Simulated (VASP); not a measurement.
Runs of VASP 6.6.1 on ScAs3. The structure is that of space group Pm-3m (No. 221), or close to it. The cells are those of the table. 

```tsv
task	cell	smearing	gap on the mesh (eV)	pressure (GPa)	relaxed volume (Å³/atom)
relaxation of cell and atoms	relaxed from a = 4.300 Å, 4 atoms	fermi-dirac 0.1 eV	none	0.0	(a)
single point	a = 4.249 Å, 4 atoms	fermi-dirac 0.1 eV	none	0.2	-
relaxation of cell and atoms	relaxed from a = 4.300 Å, 4 atoms	methfessel-paxton 0.001 eV	none	0.0	19.17
single point	a = 4.245 Å, 4 atoms	methfessel-paxton 0.001 eV	none	0.2	-
```

Alike in all rows: level PBE; potentials or basis VASP PAW PBE potentials, release 64 (Sc_sv, As); no spin polarisation; k mesh 4 × 4 × 4; cutoff (eV) 500.

Problem. Fill in the values left out.

Solution. (a) 19.22.

Caveats: all runs use coarse meshes.

A k mesh can miss the band edges, and the runs leave out spin-orbit coupling on As.

A gap of «none» marks levels without a gap at the run's occupations.
